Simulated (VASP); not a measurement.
A run of VASP 6.6.1:

File INCAR:

```
SYSTEM = Ge16H
PREC = Accurate
ENCUT = 520
EDIFF = 1E-7
ISMEAR = -1
SIGMA = 0.05
LREAL = Auto
LASPH = .TRUE.
NELM = 60
ALGO = Normal
ISIF = 2
LWAVE = .FALSE.
LCHARG = .FALSE.
GGA = PE
NBANDS = 126
```

The input KPOINTS:

```
regular mesh
0
G
  2 2 2
  0 0 0
```

File POSCAR:

```
Ge16H
1.0
    0.0000000000      5.6600000000      5.6600000000
    5.6600000000      0.0000000000      5.6600000000
    5.6600000000      5.6600000000      0.0000000000
Ge H
16 1
Direct
   -0.0095759717     -0.0101413428      0.0036219081
    0.1618109541      0.1611042403      0.0143551237
    0.0183392226      0.0176855124      0.4445936396
    0.1146024735      0.1140901060      0.6242314488
   -0.0094964664      0.5149911661      0.0036130742
    0.1185865724      0.6175795053      0.1449646643
   -0.0030212014      0.4909540636      0.5202650177
    0.1146378092      0.6456095406      0.6245318021
    0.5156537102     -0.0101590106      0.0036395760
    0.6181537102      0.1180653710      0.1449734982
    0.4914487633     -0.0034982332      0.5202650177
    0.6462279152      0.1140371025      0.6245141343
    0.4950971731      0.4945494700      0.0148321555
    0.6184187279      0.6177120141      0.1449734982
    0.4914664311      0.4908833922      0.5204593640
    0.6201766784      0.6196996466      0.6397526502
    0.2463427562      0.2465194346      0.7638692580
```

Potentials or basis: VASP PAW PBE potentials, release 64 (Ge_d, H).

Run with:

```sh
$ cat potpaw_PBE.64/Ge_d/POTCAR potpaw_PBE.64/H/POTCAR > POTCAR
$ mpirun -np 1 vasp_std > vasp.out
```

Hardware: 1 thread of AMD EPYC 7R13 (shared host).

Task: Estimate the wall time of this run.

Result: It took 26 min on 1 thread of AMD EPYC 7R13, on a shared host, peak memory 0.58 GiB. Counts: scf iterations 19, k points 8.
